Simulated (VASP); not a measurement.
Write the native input for VASP 6.6.1 that does the following.

| Quantity | Value |
| --- | --- |
| Task | single point |
| Functional | PBEsol |
| Potentials or basis | VASP PAW PBE potentials, release 64 (Cs_sv, Pb_d, Cl) |
| Cutoff | 520 eV |
| k mesh | 6 × 6 × 6 |
| Occupations | gaussian, width 0.02 eV |
| Spin | no spin polarisation |
| Dipole correction | no |
| Further INCAR settings | ALGO = Normal; EDIFF = 1e-06; NBANDS = 30 |

The structure of CsPbCl3 lies in POSCAR:

```
CsPbCl3
1.0
    5.5039547650      0.0000000000      0.0000000000
    0.0000000000      5.5039547650      0.0000000000
    0.0000000000      0.0000000000      5.5039547650
Cs Pb Cl
1 1 3
Direct
    0.0000000000      0.0000000000      0.0000000000
    0.5000000000      0.5000000000      0.5000000000
    0.5000000000      0.5000000000      0.0000000000
    0.0000000000      0.5000000000      0.5000000000
    0.5000000000      0.0000000000      0.5000000000
```

This cell differs from its parent crystal: volume scaled by 0.94.

The input as run:

INCAR

```
PREC = Accurate
ENCUT = 520
EDIFF = 1E-6
ISMEAR = 0
SIGMA = 0.02
LREAL = F
LASPH = T
NELM = 60
ALGO = Normal
ISIF = 2
LWAVE = F
LCHARG = F
GGA = PS
NBANDS = 30
```

KPOINTS

```
Automatic mesh
0
Gamma
  6 6 6
```

Potentials or basis: VASP PAW PBE potentials, release 64 (Cs_sv, Pb_d, Cl).

Run with:

```sh
$ cat potpaw_PBE.64/Cs_sv/POTCAR potpaw_PBE.64/Pb_d/POTCAR potpaw_PBE.64/Cl/POTCAR > POTCAR
$ mpirun -np 1 vasp_std > vasp.out
```

It gave:

| Property | Result |
| --- | --- |
| Pressure | 1.8 GPa |
| Band gap on the k mesh | 1.54 eV, direct |

Caveat: the PAW data sets were made with another functional, which shifts forces and pressure a little; spin-orbit coupling is left out, which moves the levels of the heavy elements.

Wall time 87 s on 1 thread of Intel(R) Xeon(R) Platinum 8259CL CPU @ 2.50GHz (Skylake/Cascade Lake), on a shared host, peak memory 0.3 GiB.
